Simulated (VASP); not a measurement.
Set up this calculation in VASP 6.6.1, as the native input.

```yaml
Task: relaxation of cell and atoms
Functional: PBE
Potentials_or_basis: VASP PAW PBE potentials, release 64 (Zn)
Cutoff: 500 eV
k_mesh: 8 × 8 × 8
Occupations: gaussian, width 0.1 eV
Spin: no spin polarisation
Dipole_correction: no
Further_INCAR_settings: ALGO = Normal; EDIFF = 1e-07; IBRION = 2; EDIFFG = -0.05; NSW = 80; ISIF = 3
```

The structure of Zn lies in POSCAR:

```
Zn
1.0
    0.0000000000      2.1432042147      2.1432042147
    2.1432042147      0.0000000000      2.1432042147
    2.1432042147      2.1432042147      0.0000000000
Zn
1
Direct
    0.0000000000      0.0000000000      0.0000000000
```

One way to write it, as run:

INCAR

```
SYSTEM = Zn
ALGO     = Normal         ! electronic algorithm
EDIFF    = 1E-7           ! SCF threshold, eV
EDIFFG   = -0.05          ! ionic threshold
ENCUT    = 500            ! plane-wave cutoff, eV
GGA      = PE             ! functional
GGA_COMPAT= .False.      
IBRION   = 2              ! ionic algorithm
ISIF     = 3              ! what is computed and relaxed
ISMEAR   = 0              ! smearing method
LASPH    = .True.         ! aspherical terms in the spheres
LCHARG   = .False.        ! write CHGCAR
LREAL    = .False.        ! projectors in reciprocal space
LWAVE    = .False.        ! write WAVECAR
NELM     = 120            ! most SCF steps
NELMIN   = 4            
NSW      = 80             ! ionic steps
PREC     = Accurate       ! precision mode
SIGMA    = 0.1            ! smearing width, eV
```

KPOINTS

```
k-points
0
Gamma
  8 8 8
  0 0 0
```

Potentials or basis: VASP PAW PBE potentials, release 64 (Zn).

Command:

```bash
$ cat potpaw_PBE.64/Zn/POTCAR > POTCAR
$ mpirun -np 1 vasp_std > vasp.out
```

It gave:

* Relaxed volume: 15.20 Å³/atom
* Relaxed cell: a = 2.781 Å, b = 2.781 Å, c = 2.781 Å, α = 60.00°, β = 60.00°, γ = 60.00°
* Space group after relaxing (to 0.05 Å): Fm-3m (No. 225)
* Energy gained by relaxing: 159.1 meV/atom
* Ionic steps: 4
* Pressure after relaxing: 0.3 GPa
* Band gap on the k mesh: zero (band 6 reaches 5.32 eV, above the bottom of band 7 at 1.68 eV)

Caveat: the volume moved by over 15 % at a fixed basis, so the end points are rough.

Run time: 7.6 s on 1 thread of Intel(R) Xeon(R) 6975P-C (Granite Rapids), with other jobs on the host, peak memory 0.14 GiB.
